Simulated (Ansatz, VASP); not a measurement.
One calculation of Hf, two programs

```
Hf
1.0
     3.19670    0.00000    0.00000
    -1.59835    2.76842    0.00000
     0.00000    0.00000    5.13367
Hf
2
Direct
  0.33333 0.66667 0.25000
  0.66667 0.33333 0.75000
```

Change from the starting cell: strain +0.000 along x and y, +0.015 along z, atoms carried along.

Alike in both runs: task single point; functional PBE; k mesh 18 × 18 × 10; occupations gaussian, width 0.15 eV; no spin polarisation.

|  | VASP | Ansatz |
| --- | --- | --- |
| version | VASP 6.6.1 | Ansatz 0.2.0 |
| potentials or method | VASP PAW PBE potentials, release 64 (Hf_pv), cutoff 520 eV | scalar-relativistic, plane waves, PAW |
| valence electrons in the cell | 20 | 52 |

Ansatz gave:

- gap on the k mesh at the Fermi level (eV): none
- pressure (GPa): -0.9
- traceless stress, the component that is largest in VASP (GPa): -1.27

**Question.** Estimate VASP's values.

**Answer.** gap on the k mesh at the Fermi level (eV): none; pressure (GPa): -1.3; traceless stress, the component that is largest in VASP (GPa): -1.33.

A gap of «none» marks a metal or a gap that the smearing closes. VASP's potentials hold 20 valence electrons a cell and Ansatz's 52, so a difference there can come from the potentials and not from the codes.

Neither program's run includes spin-orbit coupling.
